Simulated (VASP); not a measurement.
A run of VASP 6.6.1:

The input INCAR:

```
SYSTEM = YSb
ALGO = Normal
EDIFF = 1E-8
ENCUT = 520
IBRION = 8
ISIF = 2
ISMEAR = -1
LASPH = .True.
LCHARG = .False.
LREAL = .False.
LWAVE = .False.
NBANDS = 15
NELM = 100
NSW = 1
PREC = Accurate
SIGMA = 0.15
```

Contents of KPOINTS:

```
k-points
0
Gamma
  12 12 12
  0 0 0
```

Contents of POSCAR:

```
YSb
1.0
    0.0000000000      2.9169671135      2.9169671135
    2.9169671135      0.0000000000      2.9169671135
    2.9169671135      2.9169671135      0.0000000000
Y Sb
1 1
Direct
    0.5000000000      0.5000000000      0.5000000000
    0.0000000000      0.0000000000      0.0000000000
```

Potentials or basis: VASP PAW LDA potentials, release 64 (Y_sv, Sb).

Launch:

```sh
$ cat potpaw_LDA.64/Y_sv/POTCAR potpaw_LDA.64/Sb/POTCAR > POTCAR
$ mpirun -np 1 vasp_std > vasp.out
```

Hardware: 1 thread of Intel Xeon 8259CL, on a shared host.

Question: How long does it take, and how much memory?

Answer: Wall time 9.9 min on 1 thread of Intel Xeon 8259CL, on a shared host, peak memory 0.42 GiB. Counts: scf iterations 46, k points 72.
